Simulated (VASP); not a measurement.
# Al6N5 (a cell with a defect) in VASP: further runs

The runs below take Al6N5 (a cell with a defect) through single point, with PBE.

Everything below comes from runs of VASP 6.6.1. Logs are shortened: lines on timing, memory, paths and dates and some standing lists are left out, and cuts for length are marked.

## Step 1: The cell of the first run

The cell holds a defect, 11 atoms: a = 5.340 Å, b = 5.340 Å, c = 5.340 Å, α = 65.01°, β = 65.01°, γ = 65.01°.

## Step 2: Single point, PBE

The input, INCAR:

```
SYSTEM = Al6N5
ALGO     = Normal         ! electronic algorithm
EDIFF    = 1E-7           ! SCF threshold, eV
ENCUT    = 520            ! plane-wave cutoff, eV
GGA      = PE             ! functional
ISIF     = 2              ! what is computed and relaxed
ISMEAR   = 0              ! smearing method
LASPH    = .True.         ! aspherical terms in the spheres
LCHARG   = .True.         ! write CHGCAR
LELF     = .True.         ! ELF
LREAL    = .False.        ! projectors in reciprocal space
LVHAR    = .True.       
LWAVE    = .False.        ! write WAVECAR
NBANDS   = 32             ! bands
NELECT   = 40.0         
NELM     = 100            ! most SCF steps
PREC     = Accurate       ! precision mode
SIGMA    = 0.05           ! smearing width, eV
```

The input, KPOINTS:

```
k-points
0
Gamma
  6 6 6
  0 0 0
```

The input, POSCAR:

```
Al6N5
1.0
    1.6567491603      2.8695737211     -4.1874629538
    1.6567491603     -2.8695737211     -4.1874629538
   -3.3134983206      0.0000000000     -4.1874629538
Al N
6 5
Direct
    0.7500000000      0.0833333333      0.4166666667
    0.4166666667      0.7500000000      0.0833333333
    0.0833333333      0.4166666667      0.7500000000
    0.9166666667      0.5833333333      0.2500000000
    0.5833333333      0.2500000000      0.9166666667
    0.2500000000      0.9166666667      0.5833333333
    0.5833333333      0.9166666667      0.2500000000
    0.2500000000      0.5833333333      0.9166666667
    0.7500000000      0.4166666667      0.0833333333
    0.4791666667      0.1041666667      0.7291666667
    0.0833333333      0.7500000000      0.4166666667
```

Potentials or basis: VASP PAW PBE potentials, release 64 (Al, N).

Started as:

```sh
$ cat potpaw_PBE.64/Al/POTCAR potpaw_PBE.64/N/POTCAR > POTCAR
$ mpirun -np 1 vasp_std > vasp.out
```

OUTCAR:

```text
SYSTEM = Al6N5
   EDIFF = 1E-7
   ENCUT = 520
   GGA = PE
   ISIF = 2
   ISMEAR = 0
   LASPH = .True.
   LREAL = .False.
   NELECT = 40.0
   NELM = 100
   PREC = Accurate

 ion  position               nearest neighbor table
   1  0.750  0.083  0.417-  10 1.69  11 1.91   9 1.91   7 2.09   6 2.84   6 2.84   5 2.84   5 2.84
                             4 2.84   4 2.84   2 3.31   3 3.31   3 3.31   2 3.31   2 3.31   3 3.31
   2  0.417  0.750  0.083-   9 1.91  11 1.91  10 2.06   8 2.09   7 2.09   5 2.84   5 2.84   6 2.84
                             6 2.84   4 2.84   4 2.84   1 3.31   3 3.31   3 3.31   1 3.31   1 3.31
   3  0.083  0.417  0.750-   9 1.91  11 1.91  10 2.06   8 2.09   4 2.84   4 2.84   6 2.84   5 2.84
                             6 2.84   5 2.84   2 3.31   1 3.31   1 3.31   2 3.31   2 3.31   1 3.31
   4  0.917  0.583  0.250-   8 1.91   7 1.91   9 2.09  11 2.09   3 2.84   3 2.84   2 2.84   1 2.84
                             1 2.84   2 2.84   6 3.31   5 3.31   6 3.31   5 3.31   5 3.31   6 3.31
   5  0.583  0.250  0.917-  10 1.85   7 1.91   8 1.91   9 2.09   2 2.84   2 2.84   1 2.84   1 2.84
                             3 2.84   3 2.84   6 3.31   4 3.31   4 3.31   6 3.31   6 3.31   4 3.31
   6  0.250  0.917  0.583-   7 1.91   8 1.91  11 2.09  10 2.37   1 2.84   1 2.84   2 2.84   2 2.84
                             3 2.84   3 2.84   5 3.31   4 3.31   4 3.31   5 3.31   5 3.31   4 3.31
   7  0.583  0.917  0.250-   5 1.91   6 1.91   4 1.91   2 2.09   1 2.09
   8  0.250  0.583  0.917-   4 1.91   5 1.91   6 1.91   3 2.09   2 2.09
   9  0.750  0.417  0.083-   3 1.91   2 1.91   1 1.91   4 2.09   5 2.09
  10  0.479  0.104  0.729-   1 1.69   5 1.85   2 2.06   3 2.06   6 2.37
  11  0.083  0.750  0.417-   3 1.91   1 1.91   2 1.91   4 2.09   6 2.09

  LATTYP: Found a trigonal (rhomboedric) cell.
 ALAT       =     5.3398611509
 COS(alpha) =     0.4224297173

  Lattice vectors:

 A1 = (   1.6567491603,   2.8695737211,  -4.1874629538)
 A2 = (   1.6567491603,  -2.8695737211,  -4.1874629538)
 A3 = (  -3.3134983206,   0.0000000000,  -4.1874629538)

Analysis of symmetry for initial positions (statically):
=====================================================================
 Subroutine PRICEL returns:
 Original cell was already a primitive cell.

 Routine SETGRP: Setting up the symmetry group for a
 trigonal (rhombohedral) supercell.

 Subroutine GETGRP returns: Found  1 space group operations
 (whereof  1 operations were pure point group operations)
 out of a pool of 12 trial point group operations.

The static configuration has the point symmetry C_1 .

Analysis of symmetry for dynamics (positions and initial velocities):
[... 143 lines left out ...]
   EFERMI =   0.00;   METHOD = LEGACY
   ISMEAR =     0;   SIGMA  =   0.05  broadening in eV -4-tet -1-fermi 0-gaus
   EFERMI_NEDOS =   21; number of points for ismear=-14 and -15
   IALGO  =     38    algorithm
   IMIX   =      4    mixing-type and parameters
     AMIX     =   0.40;   BMIX     =  1.00
     AMIX_MAG =   1.60;   BMIX_MAG =  1.00
  volume/ion in A,a.u.               =      10.86        73.28
  Fermi-wavevector in a.u.,A,eV,Ry     =   1.136849  2.148333 17.584512  1.292425
  Thomas-Fermi vector in A             =   2.273554
   LORBIT       =      0    0 simple, 1 ext, 2 COOP (PROOUT), +10 PAW based schemes
   GGA     = PE    functional components
   LHFCALC =     F    Hartree Fock is set to
   AEXX    =    0.0000 exact exchange contribution
   IVDW    =     0    specifies the selected vdW correction
   LEPSILON=     F    determine dielectric tensor
   LRPA    =     F    only Hartree local field effects (RPA)
 non-spin polarized calculation
 Gauss-broadening in eV      SIGMA  =   0.05
  energy-cutoff  :      520.00
  volume of cell :      119.45
 maximum number of plane-waves:      3244
   NGX = 19   NGY = 19   NGZ = 19

 number of electron      39.9999999 magnetization

 Free energy of the ion-electron system (eV)
  ---------------------------------------------------
  ext. energy  EPLUGINS =         0.00000000
  ---------------------------------------------------
  free energy    TOTEN  =       -97.11564114 eV

  energy without entropy =      -97.11217103  energy(sigma->0) =      -97.11390608

 E-fermi :   6.4972     XC(G=0): -10.5027

 val. band max:        6.4834100742   @ k =   0.0000   0.5000   0.5000
 cond. band min:       6.5042514001   @ k =   0.0000   0.1667  -0.0000
 fundamental gap:      0.0208413259
 Fermi energy:         6.4971644179

 k-point     1 :       0.0000    0.0000    0.0000
  band No.  band energies     occupation
      1      -8.8873      2.00000
      2      -6.8575      2.00000
      3      -6.8077      2.00000
      4      -6.4187      2.00000
      5      -5.9134      2.00000
      6       1.0078      2.00000
[... 829 lines left out ...]
     31      15.6594      0.00000
     32      15.8638      0.00000

 [... further k-points ...]

------------------------ aborting loop because EDIFF is reached ----------------------------------------

  FORCE on cell =-STRESS in cart. coord.  units (eV):
  Direction    XX          YY          ZZ          XY          YZ          ZX
  --------------------------------------------------------------------------------------
  -------------------------------------------------------------------------------------
  Total      -27.4605751    -30.4026181    -31.9955301      2.8999404      0.2904846      2.8872190
  in kB     -368.3357189   -407.7980950   -429.1642307     38.8976428      3.8963445     38.7270065
  external PRESSURE =    -401.7660149 kB  Pullay stress =       0.0000000 kB

 VOLUME and BASIS-vectors are now :
 -----------------------------------------------------------------------------
  energy-cutoff  :      520.00
  volume of cell :      119.45
      direct lattice vectors                 reciprocal lattice vectors
     1.656749160  2.869573721 -4.187462954     0.100598612  0.174241908 -0.079602694
     1.656749160 -2.869573721 -4.187462954     0.100598612 -0.174241908 -0.079602694
    -3.313498321  0.000000000 -4.187462954    -0.201197225  0.000000000 -0.079602694

 POSITION                                       TOTAL-FORCE (eV/Angst)
 -----------------------------------------------------------------------------------
     -0.00000      1.91305     -5.23433         2.985218      1.756033      3.284069
      1.65675     -0.95652     -5.23433         0.754017      0.047700     -0.320408
     -1.65675     -0.95652     -5.23433         0.409037      0.508307     -3.100225
      1.65675      0.95652     -7.32806         2.037334     -1.199749      0.004248
     -1.65675      0.95652     -7.32806        -2.007499     -1.027087     -1.151849
      0.00000     -1.91305     -7.32806         0.174137      2.433654      0.383234
      1.65675     -0.95652     -7.32806        -0.672108     -0.093405      0.008574
     -1.65675     -0.95652     -7.32806         0.262196     -0.684914     -0.904768
      1.65675      0.95652     -5.23433         0.223514      1.130235     -0.023177
     -1.44966      1.07609     -5.49605        -3.827217     -2.543981      1.852545
     -0.00000     -1.91305     -5.23433        -0.338628     -0.326795     -0.032244
 -----------------------------------------------------------------------------------
    total drift:                                0.000228      0.000264      0.000019

  FREE ENERGIE OF THE ION-ELECTRON SYSTEM (eV)
  ---------------------------------------------------
  free  energy   TOTEN  =       -97.1156411355 eV

  energy  without entropy=      -97.1121710286  energy(sigma->0) =      -97.11390608
```

stdout:

```text
POSCAR found type information on POSCAR AlN
 POSCAR found :  2 types and      11 ions
 scaLAPACK will be used
 LDA part: xc-table for (Slater+PW92), standard interpolation
 POSCAR, INCAR and KPOINTS ok, starting setup
 FFT: planning ... GRIDC
 FFT: planning ... GRID_SOFT
 FFT: planning ... GRID
 WAVECAR not read
 entering main loop
 the old and the new charge density differ
 old charge density:    43.00000 new   40.00000
    0.184E+01
```

It took 4.1 min on 1 thread of AMD EPYC 9R45 (Zen 5), shared host; peak memory 0.41 GiB.

Results:

```
Free energy   : -97.1156 eV
Largest force : 4.955 eV/Å
```

Forces in eV/Å, atoms in the order of the input:
```
Al   2.985  1.756  3.284
Al   0.754  0.048 -0.320
Al   0.409  0.508 -3.100
Al   2.037 -1.200  0.004
Al  -2.007 -1.027 -1.152
Al   0.174  2.434  0.383
N   -0.672 -0.093  0.009
N    0.262 -0.685 -0.905
N    0.224  1.130 -0.023
N   -3.827 -2.544  1.853
N   -0.339 -0.327 -0.032
```

Levels at points of the mesh, in eV from the Fermi level:
```tsv
k point	band 16	band 17	band 18	band 19	band 20	band 21	band 22	band 23	band 24	band 25
(0.00, 0.00, 0.00)	-1.94	-1.44	-0.61	-0.40	0.01	0.34	3.75	4.38	5.47	6.32
(0.50, 0.00, 0.00)	-2.05	-1.32	-0.96	-0.55	-0.30	0.23	3.06	4.10	4.93	6.59
(0.00, 0.50, 0.00)	-1.87	-1.12	-1.07	-0.43	-0.17	0.11	3.05	4.40	4.82	6.56
(0.00, 0.00, 0.50)	-1.91	-1.54	-1.00	-0.58	-0.21	0.18	3.12	4.31	5.23	6.59
(0.50, 0.50, 0.00)	-1.93	-1.46	-1.30	-0.50	-0.16	0.26	3.40	4.02	4.46	5.62
(0.50, 0.00, 0.50)	-1.88	-1.72	-1.40	-0.61	-0.26	0.12	3.44	4.07	4.93	5.83
(0.00, 0.50, 0.50)	-1.80	-1.60	-1.23	-0.67	-0.13	-0.01	3.71	3.87	5.07	5.73
(0.50, 0.50, 0.50)	-1.73	-1.65	-1.57	-1.41	-1.17	1.08	3.33	3.71	4.07	7.09
```

Caveat: the cell carries a net charge on a neutralising background, which shifts energy and pressure; the cell differs from its parent crystal (atoms taken out, atom 10 moved 0.125 of the way to it and +0.000 Å across, host rigid); the cell is charged against a uniform background, so pressure and absolute levels hang on convention.

## Step 3: Single point, PBE

The input, INCAR:

```
SYSTEM = Al6N5
  ALGO = Normal
  EDIFF = 1E-6
  ENCUT = 520
  GGA = PE
  ISIF = 2
  ISMEAR = 0
  LASPH = .TRUE.
  LCHARG = .FALSE.
  LREAL = .FALSE.
  LWAVE = .FALSE.
  NBANDS = 32
  NELECT = 40.0
  NELM = 80
  PREC = Accurate
  SIGMA = 0.05
```

The input, KPOINTS:

```
k-points
0
G
  6 6 6
  0 0 0
```

POSCAR, as its differences from that of step 2:

```diff
@@ -17,3 +17,3 @@
     0.7500000000      0.4166666667      0.0833333333
-    0.4791666667      0.1041666667      0.7291666667
+    0.3017100251      0.1000863584      0.8984626918
     0.0833333333      0.7500000000      0.4166666667
```

Potentials or basis: VASP PAW PBE potentials, release 64 (Al, N).

Started as:

```sh
$ cat potpaw_PBE.64/Al/POTCAR potpaw_PBE.64/N/POTCAR > POTCAR
$ mpirun -np 1 vasp_std > vasp.out
```

Wall time 4.1 min (1 thread of AMD EPYC 9R45 (Zen 5), shared host); peak memory 0.41 GiB.

The run converged. Its results:

* Free energy: -94.4927 eV
* Largest force: 5.396 eV/Å

Forces in eV/Å, atoms in the order of the input:
```
Al   0.755  0.318  2.239
Al  -3.216  3.169  0.313
Al   0.929 -4.217 -1.782
Al   1.536 -0.884  0.089
Al  -1.769 -0.931 -0.927
Al  -0.465  1.386  0.861
N   -0.983 -0.032 -1.489
N    0.590 -0.200 -0.946
N   -0.434 -0.352 -0.149
N    4.788  1.917  1.584
N   -1.733 -0.173  0.207
```

Levels at points of the mesh, in eV from the Fermi level:
```
           k point  band 17  band 18  band 19  band 20  band 21  band 22  band 23  band 24
(0.00, 0.00, 0.00)    -1.05    -0.51    -0.27    -0.14     0.56     2.92     3.91     4.41
(0.50, 0.00, 0.00)    -1.29    -1.17    -0.54     0.01     0.29     2.44     3.66     4.91
(0.00, 0.50, 0.00)    -1.63    -1.07    -0.57    -0.14     0.57     2.96     3.27     4.62
(0.00, 0.00, 0.50)    -0.94    -0.78    -0.33     0.08     0.28     2.60     3.29     4.26
(0.50, 0.50, 0.00)    -1.65    -1.47    -0.89    -0.45    -0.21     2.78     3.72     4.96
(0.50, 0.00, 0.50)    -1.45    -1.14    -0.55    -0.23     0.29     3.07     3.81     4.44
(0.00, 0.50, 0.50)    -1.52    -1.29    -0.63    -0.18     0.31     2.78     3.82     4.05
(0.50, 0.50, 0.50)    -1.69    -1.61    -1.20    -0.77     0.73     2.68     3.72     3.99
```

Caveat: the cell carries a net charge on a neutralising background, which shifts energy and pressure; the cell differs from its parent crystal (atoms taken out, atom 10 moved -0.125 of the way to it and -0.700 Å across, host rigid); the cell is charged against a uniform background, so pressure and absolute levels hang on convention.

(Continued in part 2 of 2.)
